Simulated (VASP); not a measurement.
The system is GaN.

```xyz
4
Lattice="3.1800 0.0000 0.0000 -1.5900 2.7540 0.0000 0.0000 0.0000 5.1660" Properties=species:S:1:pos:R:3 pbc="T T T"
Ga    1.5900    0.9180    2.5830
Ga    0.0000    1.8360    0.0000
N     1.5900    0.9180    4.5203
N     0.0000    1.8360    1.9373
```

Base run:

* Program: VASP 6.6.1
* Functional: revPBE
* Dispersion: D3(BJ)
* Potentials or basis: VASP PAW PBE potentials, release 64 (Ga_d, N)
* Cutoff: 520 eV
* k mesh: 10 × 10 × 5
* Occupations: fermi-dirac, width 0.05 eV
* Spin: no spin polarisation

Its results: band gap on the k mesh 2.02 eV, direct; pressure 2.6 GPa; largest force 0.133 eV/Å.

Problem. The run is repeated on the same cell with these changes: functional from revPBE to PBEsol. What comes out?

Solution. Band gap on the k mesh 1.93 eV, direct; pressure -2.3 GPa; largest force 0.131 eV/Å.

PBEsol binds more tightly than revPBE, so the same cell stands under less pressure.

Caveats: the PAW data sets were made with another functional, which shifts forces and pressure a little.

